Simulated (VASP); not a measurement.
Crystal: GaP.

```xyz
2
Lattice="0.0000 2.7254 2.7254 2.7254 0.0000 2.7254 2.7254 2.7254 0.0000" Properties=species:S:1:pos:R:3 pbc="T T T"
Ga    0.0000    0.0000    0.0000
P     1.3627    1.3627    1.3627
```

Program: VASP 6.6.1. Alike in all runs: task single point; potentials or basis VASP PAW PBE potentials, release 64 (Ga_d, P); no spin polarisation; cell as given; smearing gaussian 0.01 eV.

Task: Order these runs on this cell by their pressure, lowest first.
A. level r2SCAN; k mesh 6 × 6 × 6, shifted; cutoff (eV) 550
B. level PBE-based screened hybrid with 100 % exact exchange; k mesh 4 × 4 × 4; cutoff (eV) 400; grid for exact exchange (PRECFOCK) Normal; share of exact exchange 1; screening parameter 0.1 1/Å
C. level r2SCAN50; k mesh 4 × 4 × 4; cutoff (eV) 440; grid for exact exchange (PRECFOCK) Normal; share of exact exchange 0.5

Result: B (-4.9 GPa), C (-1.8 GPa), A (0.0 GPa).

Caveats: some runs use coarse meshes; the PAW data sets were made with another functional, which shifts forces and pressure a little; a shifted mesh leaves out Γ, where band edges can lie (at least some runs).
